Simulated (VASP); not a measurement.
# Ni (Im-3m) in VASP: single point with LDA

Aim: the single point of Ni with LDA.

All numbers are computed with VASP 6.6.1; they aren't measurements. Logs are shortened: lines on timing, memory, paths and dates and some standing lists are left out, and cuts for length are marked.

## Step 1: The cell of the first run

Symmetry: Im-3m, No. 229, cubic system. Conventional cell: a = 2.767 Å, b = 2.767 Å, c = 2.767 Å, α = 90.00°, β = 90.00°, γ = 90.00°. Within 3.2 Å of Ni (site symmetry m-3m) lie 14 Ni at 2.40 to 2.77 Å.

This isn't the form of Ni at room conditions, which is fcc.

## Step 2: Single point, LDA, collinear spin, ferromagnetic start

The input, INCAR:

```
PREC = Accurate
ENCUT = 690
EDIFF = 1E-6
ISMEAR = -1
SIGMA = 0.05
LREAL = F
LASPH = T
NELM = 200
ALGO = Normal
ISIF = 2
LWAVE = F
LCHARG = F
ISPIN = 2
MAGMOM = 1.5 1.5
LORBIT = 11
LMAXMIX = 4
NBANDS = 29
GGA_COMPAT = F
```

The input, KPOINTS:

```
regular mesh
0
Gamma
  13 13 8
```

The input, POSCAR:

```
Ni
1.0
   -1.3837154700      1.3837154700      1.3837154700
    1.3837154700     -1.3837154700      1.3837154700
    2.7674309400      2.7674309400      0.0000000000
Ni
2
Direct
    0.0000000000      0.0000000000      0.0000000000
    0.5000000000      0.5000000000      0.5000000000
```

Potentials or basis: VASP PAW LDA potentials, release 64 (Ni_sv_GW).

Command:

```console
$ cat potpaw_LDA.64/Ni_sv_GW/POTCAR > POTCAR
$ mpirun -np 1 vasp_std > vasp.out
```

OUTCAR:

```text
PREC = Accurate
   ENCUT = 690
   EDIFF = 1E-6
   ISMEAR = -1
   LREAL = F
   LASPH = T
   NELM = 200
   ISIF = 2
   ISPIN = 2
   LORBIT = 11

 ion  position               nearest neighbor table
   1  0.000  0.000  0.000-   2 2.40   2 2.40   2 2.40   2 2.40
   2  0.500  0.500  0.500-   1 2.40   1 2.40   1 2.40   1 2.40

  LATTYP: Found a base centered orthorhombic cell.
 ALAT       =     2.7674309400
 B/A-ratio  =     1.4142135624
 C/A-ratio  =     1.4142135624

  Lattice vectors:

 A1 = (  -1.3837154700,   1.3837154700,   1.3837154700)
 A2 = (   1.3837154700,  -1.3837154700,   1.3837154700)
 A3 = (   2.7674309400,   2.7674309400,   0.0000000000)

Analysis of symmetry for initial positions (statically):
=====================================================================
 Subroutine PRICEL returns following result:

  LATTYP: Found a body centered cubic cell.
 ALAT       =     2.7674309400
[... 12 lines left out ...]
 Subroutine GETGRP returns: Found  8 space group operations
 (whereof  8 operations were pure point group operations)
 out of a pool of  8 trial point group operations.

The static configuration has the point symmetry D_2h.

Analysis of symmetry for dynamics (positions and initial velocities):
=====================================================================
 Subroutine PRICEL returns following result:

  LATTYP: Found a body centered cubic cell.
 ALAT       =     2.7674309400
[... 12 lines left out ...]
 Subroutine GETGRP returns: Found  8 space group operations
 (whereof  8 operations were pure point group operations)
 out of a pool of  8 trial point group operations.

The dynamic configuration has the point symmetry D_2h.

Analysis of structural, dynamic, and magnetic symmetry:
=====================================================================
 Subroutine PRICEL returns following result:

  LATTYP: Found a body centered cubic cell.
 ALAT       =     2.7674309400
[... 12 lines left out ...]
 Subroutine GETGRP returns: Found  8 space group operations
 (whereof  8 operations were pure point group operations)
 out of a pool of  8 trial point group operations.

The overall configuration has the point symmetry D_2h.

 Subroutine INISYM returns: Found  8 space group operations
 (whereof  8 operations are pure point group operations),
 and found     2 'primitive' translations

----------------------------------------------------------------------------------------

[... 111 lines left out ...]
  volume/ion in A,a.u.               =      10.60        71.51
  Fermi-wavevector in a.u.,A,eV,Ry     =   1.953285  3.691173 51.910593  3.815321
  Thomas-Fermi vector in A             =   2.980140
   LORBIT       =     11    0 simple, 1 ext, 2 COOP (PROOUT), +10 PAW based schemes
   GGA     = CA    functional components
   LHFCALC =     F    Hartree Fock is set to
   AEXX    =    0.0000 exact exchange contribution
   IVDW    =     0    specifies the selected vdW correction
   LEPSILON=     F    determine dielectric tensor
   LRPA    =     F    only Hartree local field effects (RPA)
 spin polarized calculation
  energy-cutoff  :      690.00
  volume of cell :       21.19
 maximum number of plane-waves:       888
 NGX is ok and might be reduce to    24
   NGX = 11   NGY = 11   NGZ = 17

 number of electron      36.0000011 magnetization       0.8913372

 Free energy of the ion-electron system (eV)
  ---------------------------------------------------
  ext. energy  EPLUGINS =         0.00000000
  ---------------------------------------------------
  free energy    TOTEN  =       -14.68829208 eV

  energy without entropy =      -14.65641407  energy(sigma->0) =      -14.67235308

 E-fermi :   7.6097     XC(G=0): -14.4895

 val. band max:        7.6063313016   @ k =   0.3846   0.0000   0.0000
 cond. band min:       7.6112000430   @ k =   0.4615   0.2308   0.2500
 fundamental gap:      0.0048687414
 Fermi energy:         7.6097128116

 spin component 1

 k-point     1 :       0.0000    0.0000    0.0000
  band No.  band energies     occupation
      1     -94.5865      1.00000
      2     -94.5426      1.00000
      3     -55.6894      1.00000
      4     -55.5212      1.00000
      5     -55.4320      1.00000
      6     -55.4319      1.00000
[... 757 lines left out ...]
     28      36.3318      0.00000
     29      40.7746      0.00000

 [... further k-points ...]

 spin component 2

 k-point     1 :       0.0000    0.0000    0.0000
  band No.  band energies     occupation
      1     -94.0541      1.00000
      2     -94.0094      1.00000
      3     -55.1790      1.00000
      4     -55.0061      1.00000
      5     -54.9163      1.00000
      6     -54.9152      1.00000
[... 757 lines left out ...]
     28      36.4339      0.00000
     29      40.9094      0.00000

 [... further k-points ...]

------------------------ aborting loop because EDIFF is reached ----------------------------------------

  FORCE on cell =-STRESS in cart. coord.  units (eV):
  Direction    XX          YY          ZZ          XY          YZ          ZX
  --------------------------------------------------------------------------------------
  -------------------------------------------------------------------------------------
  Total       -1.5115477     -1.5115477     -1.5201466     -0.0216706      0.0000000     -0.0000000
  in kB     -114.2620627   -114.2620627   -114.9120761     -1.6381437      0.0000000     -0.0000000
  external PRESSURE =    -114.4787339 kB  Pullay stress =       0.0000000 kB

 VOLUME and BASIS-vectors are now :
 -----------------------------------------------------------------------------
  energy-cutoff  :      690.00
  volume of cell :       21.19
      direct lattice vectors                 reciprocal lattice vectors
    -1.383715470  1.383715470  1.383715470    -0.180672982  0.180672982  0.361345964
     1.383715470 -1.383715470  1.383715470     0.180672982 -0.180672982  0.361345964
     2.767430940  2.767430940  0.000000000     0.180672982  0.180672982  0.000000000

 POSITION                                       TOTAL-FORCE (eV/Angst)
 -----------------------------------------------------------------------------------
      0.00000      0.00000      0.00000         0.000000     -0.000000      0.000000
      1.38372      1.38372      1.38372        -0.000000      0.000000     -0.000000
 -----------------------------------------------------------------------------------
    total drift:                               -0.000000     -0.000000      0.000000

  FREE ENERGIE OF THE ION-ELECTRON SYSTEM (eV)
  ---------------------------------------------------
  free  energy   TOTEN  =       -14.6882920770 eV

  energy  without entropy=      -14.6564140736  energy(sigma->0) =      -14.67235308

 total charge

# of ion       s       p       d       f       tot
--------------------------------------------------
    1        2.242   6.300   7.835   0.005  16.382
    2        2.242   6.300   7.835   0.005  16.382
--------------------------------------------------
tot          4.484  12.599  15.670   0.011  32.765

 magnetization (x)

# of ion       s       p       d       f       tot
--------------------------------------------------
    1       -0.000  -0.005   0.466   0.000   0.460
    2       -0.000  -0.005   0.466   0.000   0.460
--------------------------------------------------
tot         -0.000  -0.011   0.931   0.000   0.920
```

OSZICAR:

```text
N       E                     dE             d eps       ncg     rms          rms(c)
DAV:   1     0.584500922303E+03    0.58450E+03   -0.21236E+04 43768   0.531E+03
DAV:   2     0.311986505362E+02   -0.55330E+03   -0.52517E+03 50384   0.129E+03
DAV:   3    -0.184132025734E+02   -0.49612E+02   -0.48553E+02 56306   0.502E+02
DAV:   4    -0.198450477972E+02   -0.14318E+01   -0.14313E+01 53937   0.510E+01
DAV:   5    -0.198847170314E+02   -0.39669E-01   -0.39667E-01 44667   0.711E+00    0.207E+01
DAV:   6    -0.172538926165E+02    0.26308E+01   -0.28169E+01 35592   0.387E+02    0.135E+01
DAV:   7    -0.147909187066E+02    0.24630E+01   -0.10182E+01 36110   0.200E+02    0.324E+00
DAV:   8    -0.146933328406E+02    0.97586E-01   -0.38063E-01 55599   0.177E+01    0.896E-01
DAV:   9    -0.146878349524E+02    0.54979E-02   -0.12235E-02 48224   0.300E+00    0.234E-01
DAV:  10    -0.146882002593E+02   -0.36531E-03   -0.55705E-04 55511   0.804E-01    0.113E-01
DAV:  11    -0.146882892002E+02   -0.88941E-04   -0.29058E-05 43679   0.193E-01    0.405E-02
DAV:  12    -0.146882915457E+02   -0.23456E-05   -0.65922E-06 32248   0.103E-01    0.688E-03
DAV:  13    -0.146882920770E+02   -0.53129E-06   -0.21959E-06 29987   0.336E-02
   1 F= -.14688292E+02 E0= -.14672353E+02  d E =-.318780E-01  mag=     0.8923
```

Wall time 4.3 min (1 thread of AMD EPYC 9R45 (Zen 5), shared host); peak memory 0.4 GiB.

What came out:

| Property | Result |
| --- | --- |
| Free energy | -14.6883 eV |
| Pressure | -11.4 GPa |
| Net moment | 0.89 μB per cell |
| Site moments | Ni +0.46 μB |
| Valence electrons inside the program's atomic spheres | Ni 16.38 |

Caveat: the cell stands under tension.
